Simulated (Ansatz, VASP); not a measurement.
## One calculation of Ta, two programs

```
Ta
1.0
    -1.63602    1.63602    1.63602
     1.63602   -1.63602    1.63602
     1.63602    1.63602   -1.63602
Ta
1
Direct
  0.00000 0.00000 0.00000
```

Alike in both runs: task relaxation of cell and atoms; functional PBEsol; k mesh 18 × 18 × 18; occupations gaussian, width 0.1 eV; no spin polarisation.

|  | VASP | Ansatz |
| --- | --- | --- |
| version | VASP 6.6.1 | Ansatz 0.2.0 |
| potentials or method | VASP PAW PBE potentials, release 64 (Ta_pv), cutoff 600 eV | scalar-relativistic, plane waves, PAW |
| valence electrons in the cell | 11 | 13 |

Ansatz gave:

```
gap on the k mesh at the Fermi level, each at its own relaxed structure (eV) : none
relaxed volume (Å³/atom)                                                     : 17.65
relaxed cell length with the largest relative difference (Å)                 : 2.841
```

**Question.** Which values does VASP return?

**Answer.** gap on the k mesh at the Fermi level, each at its own relaxed structure (eV): none; relaxed volume (Å³/atom): 17.67; relaxed cell length with the largest relative difference (Å): 2.842.

VASP's potentials were made for PBE, not for PBEsol. A gap of «none» marks a metal or a gap that the smearing closes. VASP's potentials hold 11 valence electrons a cell and Ansatz's 13, so a difference there can come from the potentials and not from the codes.

Spin-orbit coupling is off throughout.
